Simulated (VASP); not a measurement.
The system is CaO.

```
Ca O
1.0
     0.00000    2.52654    2.52654
     2.52654    0.00000    2.52654
     2.52654    2.52654    0.00000
Ca O
1 1
Cartesian
  0.0000 0.0000 0.0000
  2.5265 2.5265 2.5265
```

This cell differs from its parent crystal: strain +5.4%.

Program: VASP 6.6.1. Alike in all runs: task single point; potentials or basis VASP PAW PBE potentials, release 64 (Ca_sv, O); no spin polarisation; cell as given; cutoff (eV) 520. Hardware: 1 thread of Intel(R) Xeon(R) Platinum 8259CL CPU @ 2.50GHz (Skylake/Cascade Lake), with other jobs on the host.

Problem. Order these runs on this cell by their wall time, lowest first.
A. level r2SCAN; k mesh 10 × 10 × 10; smearing gaussian 0.01 eV
B. level HSE06; k mesh 6 × 6 × 6; smearing gaussian 0.01 eV; grid for exact exchange (PRECFOCK) Normal; screening parameter 0.2079 1/Å
C. level PBE; k mesh 10 × 10 × 10; smearing fermi-dirac 0.02 eV

Solution. C (22 s), A (96 s), B (1700 s).
